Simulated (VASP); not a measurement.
# Nb (Fm-3m) in VASP: notebook, part 2 of 3

VASP 6.6.1. The steps go on from the part before.

### 5 Single point, PBEsol+D4

INCAR reads:

```
SYSTEM = Nb
ALGO     = Normal         ! electronic algorithm
EDIFF    = 1E-6           ! SCF threshold, eV
ENCUT    = 520            ! plane-wave cutoff, eV
GGA      = PS             ! functional
ISIF     = 2              ! what is computed and relaxed
ISMEAR   = -1             ! smearing method
IVDW     = 13             ! dispersion correction
LASPH    = .True.         ! aspherical terms in the spheres
LCHARG   = .True.         ! write CHGCAR
LELF     = .True.         ! ELF
LREAL    = .False.        ! projectors in reciprocal space
LVHAR    = .True.       
LWAVE    = .False.        ! write WAVECAR
NBANDS   = 12             ! bands
NELM     = 80             ! most SCF steps
PREC     = Accurate       ! precision mode
SIGMA    = 0.05           ! smearing width, eV
```

KPOINTS reads:

```
k-points
0
Gamma
  11 11 11
  0 0 0
```

POSCAR reads:

```
Nb
1.0
    0.0000000000      2.1150000000      2.1150000000
    2.1150000000      0.0000000000      2.1150000000
    2.1150000000      2.1150000000      0.0000000000
Nb
1
Direct
    0.0000000000      0.0000000000      0.0000000000
```

Potentials or basis: VASP PAW PBE potentials, release 64 (Nb_sv).

On the command line:

```bash
$ cat potpaw_PBE.64/Nb_sv/POTCAR > POTCAR
$ mpirun -np 1 vasp_std > vasp.out
```

OUTCAR:

```text
SYSTEM = Nb
   EDIFF = 1E-6
   ENCUT = 520
   GGA = PS
   ISIF = 2
   ISMEAR = -1
   IVDW = 13
   LASPH = .True.
   LREAL = .False.
   NELM = 80
   PREC = Accurate

 ion  position               nearest neighbor table
   1  0.000  0.000  0.000-

  LATTYP: Found a face centered cubic cell.
 ALAT       =     4.2300000000

  Lattice vectors:

 A1 = (   0.0000000000,   2.1150000000,   2.1150000000)
 A2 = (   2.1150000000,   0.0000000000,   2.1150000000)
 A3 = (   2.1150000000,   2.1150000000,   0.0000000000)

Analysis of symmetry for initial positions (statically):
=====================================================================
 Subroutine PRICEL returns:
 Original cell was already a primitive cell.

 Routine SETGRP: Setting up the symmetry group for a
 face centered cubic supercell.

 Subroutine GETGRP returns: Found 48 space group operations
 (whereof 48 operations were pure point group operations)
 out of a pool of 48 trial point group operations.

The static configuration has the point symmetry O_h .

Analysis of symmetry for dynamics (positions and initial velocities):
=====================================================================
 Subroutine PRICEL returns:
 Original cell was already a primitive cell.

 Routine SETGRP: Setting up the symmetry group for a
 face centered cubic supercell.

 Subroutine GETGRP returns: Found 48 space group operations
 (whereof 48 operations were pure point group operations)
 out of a pool of 48 trial point group operations.

The dynamic configuration has the point symmetry O_h .

 Subroutine INISYM returns: Found 48 space group operations
 (whereof 48 operations are pure point group operations),
 and found     1 'primitive' translations

----------------------------------------------------------------------------------------

                                     Primitive cell

  volume of cell :      18.9217

  direct lattice vectors                    reciprocal lattice vectors
     0.000000000  2.115000000  2.115000000    -0.236406619  0.236406619  0.236406619
     2.115000000  0.000000000  2.115000000     0.236406619 -0.236406619  0.236406619
     2.115000000  2.115000000  0.000000000     0.236406619  0.236406619 -0.236406619

  length of vectors
     2.991061684  2.991061684  2.991061684     0.409468276  0.409468276  0.409468276

  position of ions in fractional coordinates (direct lattice)
     0.000000000  0.000000000  0.000000000

  ion indices of the primitive-cell ions
   primitive index   ion index
                 1           1

----------------------------------------------------------------------------------------

 KPOINTS: k-points

Automatic generation of k-mesh.
 Grid dimensions read from file:
 generate k-points for:   11   11   11

 Generating k-lattice:

  Cartesian coordinates                     Fractional coordinates (reciprocal lattice)
    -0.021491511  0.021491511  0.021491511     0.090909091  0.000000000  0.000000000
     0.021491511 -0.021491511  0.021491511     0.000000000  0.090909091  0.000000000
     0.021491511  0.021491511 -0.021491511     0.000000000  0.000000000  0.090909091

  Length of vectors
     0.037224389  0.037224389  0.037224389

  Shift w.r.t. Gamma in fractional coordinates (k-lattice)
     0.000000000  0.000000000  0.000000000

 Subroutine IBZKPT returns following result:
 ===========================================

 Found     56 irreducible k-points:

 Following reciprocal coordinates:
            Coordinates               Weight
  0.000000  0.000000  0.000000      1.000000
  0.090909  0.000000  0.000000      8.000000
  0.181818  0.000000  0.000000      8.000000
  0.272727  0.000000  0.000000      8.000000
  0.363636  0.000000  0.000000      8.000000
  0.454545  0.000000  0.000000      8.000000
[... 16 lines left out ...]
 -0.272727  0.181818  0.000000     24.000000
 -0.181818  0.181818  0.000000     12.000000
 [... further k-points ...]
   k-points           NKPTS =     56   k-points in BZ     NKDIM =     56   number of bands    NBANDS=     12
   number of dos      NEDOS =    301   number of ions     NIONS =      1
   total plane-waves  NPLWV =  13824
   dimension x,y,z NGX =    24 NGY =   24 NGZ =   24
   dimension x,y,z NGXF=    48 NGYF=   48 NGZF=   48
   ions per type =               1
   NGX,Y,Z   is equivalent  to a cutoff of  13.34, 13.34, 13.34 a.u.
   NGXF,Y,Z  is equivalent  to a cutoff of  26.68, 26.68, 26.68 a.u.
 SYSTEM =  Nb
   PREC   = accura    normal or accurate (medium, high low for compatibility)
   ISTART =      0    job   : 0-new  1-cont  2-samecut
   ICHARG =      2    charge: 1-file 2-atom 10-const
   ISPIN  =      1    spin polarized calculation?
   LNONCOLLINEAR =      F non collinear calculations
   LSORBIT =      F    spin-orbit coupling
   LASPH  =      T    aspherical Exc in radial PAW
   ENCUT  =  520.0 eV  38.22 Ry    6.18 a.u.   5.56  5.56  5.56*2*pi/ulx,y,z
   NELM   =     80;   NELMIN=  2; NELMDL= -5     # of ELM steps
   EDIFF  = 0.1E-05   stopping-criterion for ELM
   LREAL  =      F    real-space projection
   EDIFFG = 0.1E-04   stopping-criterion for IOM
   NSW    =      0    number of steps for IOM
   IBRION =     -1    ionic relax: 0-MD 1-quasi-New 2-CG
   NFREE  =      0    steps in history (QN), initial steepest desc. (CG)
   ISIF   =      2    stress and relaxation
   ISYM   =      2    0-nonsym 1-usesym 2-fastsym
   POTIM  = 0.5000    time-step for ionic-motion
   TEBEG  =    0.0;   TEEND  =   0.0 temperature during run
   PSTRESS=    0.0 pullay stress
   NELECT =      13.0000    total number of electrons
   NUPDOWN=      -1.0000    fix difference up-down
   EMIN   =  10.00;   EMAX   =-10.00  energy-range for DOS
   EFERMI =   0.00;   METHOD = LEGACY
   ISMEAR =    -1;   SIGMA  =   0.05  broadening in eV -4-tet -1-fermi 0-gaus
   EFERMI_NEDOS =   21; number of points for ismear=-14 and -15
   IALGO  =     38    algorithm
   IMIX   =      4    mixing-type and parameters
     AMIX     =   0.40;   BMIX     =  1.00
     AMIX_MAG =   1.60;   BMIX_MAG =  1.00
  volume/ion in A,a.u.               =      18.92       127.69
  Fermi-wavevector in a.u.,A,eV,Ry     =   1.444560  2.729823 28.392005  2.086754
  Thomas-Fermi vector in A             =   2.562841
   LORBIT       =      0    0 simple, 1 ext, 2 COOP (PROOUT), +10 PAW based schemes
   GGA     = PS    functional components
   LHFCALC =     F    Hartree Fock is set to
   AEXX    =    0.0000 exact exchange contribution
   IVDW    =    13    specifies the selected vdW correction
   LEPSILON=     F    determine dielectric tensor
   LRPA    =     F    only Hartree local field effects (RPA)
 non-spin polarized calculation
  energy-cutoff  :      520.00
  volume of cell :       18.92
 maximum number of plane-waves:       532
   NGX = 11   NGY = 11   NGZ = 11

 number of electron      13.0000001 magnetization

 Free energy of the ion-electron system (eV)
  ---------------------------------------------------
  ext. energy  EPLUGINS =         0.00000000
  ---------------------------------------------------
  free energy    TOTEN  =       -10.59402132 eV

  energy without entropy =      -10.58220430  energy(sigma->0) =      -10.58811281

 E-fermi :  10.7419     XC(G=0): -12.3768

 val. band max:       10.7130562163   @ k =   0.3636   0.2727   0.0909
 cond. band min:      10.7562029038   @ k =  -0.1818   0.1818   0.0000
 fundamental gap:      0.0431466876
 Fermi energy:        10.7418885472

 k-point     1 :       0.0000    0.0000    0.0000
  band No.  band energies     occupation
      1     -43.9702      2.00000
      2     -19.3928      2.00000
      3     -19.3928      2.00000
      4     -19.3928      2.00000
      5       4.4890      2.00000
      6      10.8350      0.26897
      7      10.8350      0.26897
      8      10.8350      0.26897
      9      13.3991      0.00000
     10      13.3991      0.00000
     11      22.5419      0.00000
     12      27.2442      0.00000
[... 331 lines left out ...]
 k-point    24 :      -0.1818    0.1818    0.0000
  band No.  band energies     occupation
      1     -43.8457      2.00000
      2     -20.0471      2.00000
      3     -19.6656      2.00000
      4     -19.4685      2.00000
      5       7.0783      2.00000
      6       9.5360      2.00000
      7      10.7562      0.85783
      8      12.0829      0.00000
      9      12.1330      0.00000
     10      15.0405      0.00000
     11      24.0045      0.00000
     12      26.5888      0.00000

 [... further k-points ...]

------------------------ aborting loop because EDIFF is reached ----------------------------------------

  DFT-D4 for vdW energy calculation

  Edisp (eV):   -0.18609

  FORCE on cell =-STRESS in cart. coord.  units (eV):
  Direction    XX          YY          ZZ          XY          YZ          ZX
  --------------------------------------------------------------------------------------
  -------------------------------------------------------------------------------------
  Total      -1.08429    -1.08429    -1.08429     0.00000    -0.00000     0.00000
  in kB     -91.81113   -91.81113   -91.81113     0.00000    -0.00000     0.00000
  external pressure =      -91.81 kB  Pullay stress =        0.00 kB

 VOLUME and BASIS-vectors are now :
 -----------------------------------------------------------------------------
  energy-cutoff  :      520.00
  volume of cell :       18.92
      direct lattice vectors                 reciprocal lattice vectors
     0.000000000  2.115000000  2.115000000    -0.236406619  0.236406619  0.236406619
     2.115000000  0.000000000  2.115000000     0.236406619 -0.236406619  0.236406619
     2.115000000  2.115000000  0.000000000     0.236406619  0.236406619 -0.236406619

 POSITION                                       TOTAL-FORCE (eV/Angst)
 -----------------------------------------------------------------------------------
      0.00000      0.00000      0.00000        -0.000000      0.000000     -0.000000
 -----------------------------------------------------------------------------------
    total drift:                               -0.000000     -0.000000     -0.000000

  FREE ENERGIE OF THE ION-ELECTRON SYSTEM (eV)
  ---------------------------------------------------
  free  energy   TOTEN  =       -10.7801082022 eV

  energy  without entropy=      -10.7682911803  energy(sigma->0) =      -10.77419969
```

Wall time 8.8 s (1 thread of AMD EPYC 9R45 (Zen 5), shared host); peak memory 0.11 GiB.

Results:

```
Free energy                : -10.7801 eV
Pressure                   : -9.2 GPa
Dispersion energy per atom : -0.186 eV
```

Caveat: the PAW data sets were made with another functional, which shifts forces and pressure a little; pairwise dispersion overbinds metals, which lowers pressure and volume.

(Continued in part 3 of 3.)
